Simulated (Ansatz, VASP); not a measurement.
## AlCo in VASP and in Ansatz

```xyz
2
Lattice="1.9951 -1.9951 0.0000 1.9951 1.9951 0.0000 0.0000 0.0000 2.8204" Properties=species:S:1:pos:R:3 pbc="T T T"
Al    0.0000    0.0000    0.0000
Co    1.9951    0.0000    1.4102
```

Alike in both runs: task relaxation of cell and atoms; functional PBEsol; k mesh 14 × 14 × 14; occupations gaussian, width 0.1 eV; no spin polarisation.

```csv
,VASP,Ansatz
version,VASP 6.6.1,Ansatz 0.2.0
potentials or method,"VASP PAW PBE potentials, release 64 (Al, Co), cutoff 600 eV","scalar-relativistic, plane waves, PAW"
valence electrons in the cell,12,20
```

Ansatz gave:

| Property | Result |
| --- | --- |
| gap on the k mesh at the Fermi level, each at its own relaxed structure (eV) | none |
| relaxed volume (Å³/atom) | 11.24 |
| relaxed length of the cell vector where the two differ most in proportion (Å) | 2.823 |

Problem. What did VASP give for the same quantities?

Solution. gap on the k mesh at the Fermi level, each at its own relaxed structure (eV): none; relaxed volume (Å³/atom): 11.25; relaxed length of the cell vector where the two differ most in proportion (Å): 2.822.

VASP's potentials were made for PBE, not for PBEsol. A gap of «none» marks a metal or a gap that the smearing closes. VASP's potentials hold 12 valence electrons a cell and Ansatz's 20, so a difference there can come from the potentials and not from the codes. Ansatz's warnings: structure snapped to symmetry.
